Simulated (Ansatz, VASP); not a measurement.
## Sn4SeS3 in VASP and in Ansatz

```
Sn Se S
1.0
     4.32122    0.00000    0.03800
     0.00000    4.12986    0.00000
    -0.56239    0.00000   11.73315
Sn Se S
4 1 3
Direct
  0.98447 0.50000 0.00310
  0.31467 0.00000 0.75489
  0.35778 0.50000 0.49356
  0.77999 0.00000 0.24292
  0.89208 0.00000 0.47686
  0.37718 0.50000 0.27007
  0.39431 0.00000 0.97807
  0.89951 0.50000 0.78052
```

Change from the starting cell: the structure that the rattled cell fell into.

Alike in both runs: functional PBE; k mesh 8 × 10 × 4; occupations gaussian, width 0.02 eV; no spin polarisation.

Ansatz relaxed the structure, and its values are those at the end. VASP's run is a single point on that final structure, the one shown.

|  | VASP | Ansatz |
| --- | --- | --- |
| version | VASP 6.6.1 | Ansatz 0.2.0 |
| potentials or method | VASP PAW PBE potentials, release 64 (Sn_d, Se, S), cutoff 520 eV | scalar-relativistic, plane waves, PAW |
| valence electrons in the cell | 80 | 90 |

|  | VASP | Ansatz | Ansatz less VASP |
| --- | --- | --- | --- |
| gap on the k mesh at the Fermi level (eV) | 0.61 | 0.62 | +0.010 |
| least direct gap on the mesh (eV) | 0.94 | 0.94 | +0.007 |
| pressure (GPa) | 0.0 | 0.0 | +0.03 |
| rms of the force components (eV/Å) | 0.004 | 0.001 | -0.0032 |

The functional is the same, so the differences come from potentials, cutoffs and numerics. VASP's potentials hold 80 valence electrons a cell and Ansatz's 90, so a difference there can come from the potentials and not from the codes.
